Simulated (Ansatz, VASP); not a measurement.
# SnTe: VASP beside Ansatz

```xyz
2
Lattice="0.0000 3.7437 3.7437 3.7437 0.0000 3.7437 3.7437 3.7437 0.0000" Properties=species:S:1:pos:R:3 pbc="T T T"
Sn    0.0000    0.0000    0.0000
Te    5.6156    5.6156    5.6156
```

Alike in both runs: task single point; functional PBE; k mesh 8 × 8 × 8; occupations gaussian, width 0.05 eV; no spin polarisation.

```csv
,VASP,Ansatz
version,VASP 6.6.1,Ansatz 0.2.0
potentials or method,"VASP PAW PBE potentials, release 64 (Sn_d, Te), cutoff 520 eV","scalar-relativistic, plane waves, PAW"
valence electrons in the cell,20,30
```

|  | VASP | Ansatz | Ansatz less VASP |
| --- | --- | --- | --- |
| gap on the k mesh at the Fermi level (eV) | 0.36 | 0.37 | +0.002 |
| least direct gap on the mesh (eV) | 0.90 | 0.90 | +0.001 |
| pressure (GPa) | -2.2 | -2.2 | +0.02 |

VASP's potentials hold 20 valence electrons a cell and Ansatz's 30, so a difference there can come from the potentials and not from the codes.

Neither program's run includes spin-orbit coupling.
